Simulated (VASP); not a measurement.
Input of a VASP 6.6.1 run:

File INCAR:

```
SYSTEM = Al
PREC = Accurate
ENCUT = 520
EDIFF = 1E-7
ISMEAR = 1
SIGMA = 0.03
LREAL = .False.
LASPH = .True.
NELM = 60
ALGO = Normal
ISIF = 2
LWAVE = .False.
LCHARG = .False.
GGA = CA
NBANDS = 8
```

KPOINTS

```
Automatic mesh
0
Gamma
  14 14 14
  0 0 0
```

Contents of POSCAR:

```
Al
1.0
    0.0000000000      1.9916090303      1.9916090303
    1.9916090303      0.0000000000      1.9916090303
    1.9916090303      1.9916090303      0.0000000000
Al
1
Direct
    0.0000000000      0.0000000000      0.0000000000
```

Potentials or basis: VASP PAW LDA potentials, release 64 (Al).

Launch:

```bash
$ cat potpaw_LDA.64/Al/POTCAR > POTCAR
$ mpirun -np 1 vasp_std > vasp.out
```

Problem. Predict the pressure.

Solution. -0.1 GPa.
